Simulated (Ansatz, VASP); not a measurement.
**One calculation of Sn, two programs**

Contents of INCAR:

```
  PREC = Accurate
  ENCUT = 600
  EDIFF = 1E-6
  ISMEAR = -1
  SIGMA = 0.05
  LREAL = F
  LASPH = T
  NELM = 100
  ALGO = Normal
  ISIF = 3
  LWAVE = F
  LCHARG = F
  GGA = RP
  IVDW = 13
  IBRION = 2
  NSW = 60
  EDIFFG = -0.01
```

File KPOINTS:

```
regular mesh
0
Gamma
  11 11 11
```

File POSCAR:

```
Sn
1.0
   -1.7265390000      1.7755470000      2.3383420000
    1.7265390000     -1.7755470000      2.3383420000
    1.7265390000      1.7755470000     -2.3383420000
Sn
1
Direct
    0.0000000000      0.0000000000      0.0000000000
```

File input.yaml:

```yaml
crystal:
  lattice:
    - [-1.726539, 1.775547, 2.338342]
    - [1.726539, -1.775547, 2.338342]
    - [1.726539, 1.775547, -2.338342]
  atoms:
    - { symbol: Sn, position: [0.0, 0.0, 0.0] }
hamiltonian:
  xc: rpbe
  pseudopotentials: { kind: paw }
  dispersion: d4
kpoints:
  mp_grid: { grid: [11, 11, 11] }
scf:
  occupations: { method: fermi_dirac, width: 0.05 }
output:
  forces: true
  stress: true
  eigenvalues: true
relax:
  f_tol: 0.01
  max_steps: 40
  cell: { stress_tol: 0.05 }
```

Alike in both runs: task relaxation of cell and atoms; functional RPBE; dispersion D4; k mesh 11 × 11 × 11; occupations fermi-dirac, width 0.05 eV; no spin polarisation.

|  | VASP | Ansatz |
| --- | --- | --- |
| version | VASP 6.6.1 | Ansatz 0.2.0 |
| potentials or method | VASP PAW PBE potentials, release 64 (Sn_d) | Ansatz PAW |
| plane-wave cutoff (eV) | 600 | 420 |
| valence electrons in the cell | 14 | 14 |

Ansatz gave:

- gap on the k mesh at the Fermi level, each at its own relaxed structure (eV): none
- relaxed volume (Å³/atom): 26.65
- relaxed length of the cell vector where the two differ most in proportion (Å): 3.331

Problem. Which values does VASP return?

Solution. gap on the k mesh at the Fermi level, each at its own relaxed structure (eV): none; relaxed volume (Å³/atom): 26.65; relaxed length of the cell vector where the two differ most in proportion (Å): 3.332.

VASP's potentials were made for PBE, not for RPBE. A gap of «none» marks a metal or a gap that the smearing closes.

Noted on Ansatz's run: the plane-wave basis is chosen anew once the cell has moved, so the energies of steps on either side of that aren't comparable.
